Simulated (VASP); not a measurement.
Set up this calculation in VASP 6.6.1, as the native input.

| Property | Result |
| --- | --- |
| Task | single point |
| Functional | PBE |
| Potentials or basis | VASP PAW PBE potentials, release 64 (Y_sv, Ga_d, C, N) |
| Cutoff | 520 eV |
| k mesh | 4 × 4 × 4 |
| Occupations | gaussian, width 0.1 eV |
| Spin | collinear spin, ferromagnetic start |
| Starting moments | [0.0, 0.0, 1.0, 1.0, 1.0, 1.0, 1.0, 1.0, 1.0, 1.0] μB |
| Dipole correction | no |
| Further INCAR settings | ALGO = Normal; EDIFF = 1e-06; NBANDS = 45 |

The structure of YGaC4N4 lies in POSCAR:

```
YGaC4N4
1.0
    6.3009699728      0.0000000000      0.0000000000
    0.0000000000      6.3009699728      0.0000000000
    0.0000000000      0.0000000000      6.3009699728
Y Ga C N
1 1 4 4
Direct
    0.0000000000      0.0000000000      0.0000000000
    0.5000000000      0.5000000000      0.5000000000
    0.2194471810      0.2194471810      0.2194471810
    0.2194471810      0.7805528190      0.7805528190
    0.7805528190      0.2194471810      0.7805528190
    0.7805528190      0.7805528190      0.2194471810
    0.3279839538      0.3279839538      0.3279839538
    0.3279839538      0.6720160462      0.6720160462
    0.6720160462      0.3279839538      0.6720160462
    0.6720160462      0.6720160462      0.3279839538
```

These files were run (other wordings do the same):

INCAR

```
ALGO = Normal
EDIFF = 1E-6
ENCUT = 520
GGA = PE
ISIF = 2
ISMEAR = 0
ISPIN = 2
LASPH = T
LCHARG = F
LMAXMIX = 4
LORBIT = 11
LREAL = F
LWAVE = F
MAGMOM = 0 0 1 1 1 1 1 1 1 1
NBANDS = 45
NELM = 150
PREC = Accurate
SIGMA = 0.1
```

KPOINTS

```
k-points
0
Gamma
  4 4 4
```

Potentials or basis: VASP PAW PBE potentials, release 64 (Y_sv, Ga_d, C, N).

Launch:

```sh
$ cat potpaw_PBE.64/Y_sv/POTCAR potpaw_PBE.64/Ga_d/POTCAR potpaw_PBE.64/C/POTCAR potpaw_PBE.64/N/POTCAR > POTCAR
$ mpirun -np 1 vasp_std > vasp.out
```

Results of the run:

- Pressure: 0.5 GPa
- Largest force: 0.223 eV/Å
- Net moment: 1.95 μB per cell
- Site moments: Y +0.59; Ga +0.03; C +0.04; N +0.07 μB
- Valence electrons inside the program's atomic spheres: Y 9.66; Ga 11.84; C 2.53; N 3.93

Caveat: a moment this small can come from the mesh or the smearing.

It took 3.5 min on 1 thread of AMD EPYC 7R13 Processor (Zen 3) (shared host), peak memory 0.5 GiB.
